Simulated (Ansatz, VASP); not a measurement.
TaS2 in VASP and in Ansatz

```
Ta S
1.0
     3.35000    0.00000    0.00000
    -1.67500    2.90119    0.00000
     0.00000    0.00000    5.91860
Ta S
1 2
Direct
  0.00000 0.00000 0.00000
  0.33333 0.66667 0.25000
  0.66667 0.33333 0.75000
```

Change from the starting cell: zz strain of +1 %, crystal datasets.

Alike in both runs: task electric field gradients; functional LDA; k mesh 9 × 9 × 5; occupations fermi-dirac, width 0.03 eV; no spin polarisation.

```csv
,VASP,Ansatz
version,VASP 6.6.1,Ansatz 0.2.0
potentials or method,"VASP PAW LDA potentials, release 64 (Ta_pv, S), cutoff 400 eV","all-electron PAW with datasets made for the crystal, scalar-relativistic"
```

Ansatz gave:

| Quantity | Value |
| --- | --- |
| pressure (GPa) | 0.0 |
| traceless stress, the component that is largest in VASP (GPa) | 2.79 |
| rms of the force components (eV/Å) | 0.258 |
| size of Vzz on the site where it differs most (V/Å²) | 177.4 |

Task: Estimate VASP's values.

Result: Pressure (GPa): 0.3; traceless stress, the component that is largest in VASP (GPa): 2.83; rms of the force components (eV/Å): 0.283; size of Vzz on the site where it differs most (V/Å²): 146.4.

LDA's correlation is that of Perdew and Zunger in VASP and of Perdew and Wang (1992) in Ansatz. Atom by atom the forces differ by 0.025 eV/Å (rms over components). Ansatz ran all-electron here, and VASP with PAW potentials.

Neither program's run includes spin-orbit coupling.
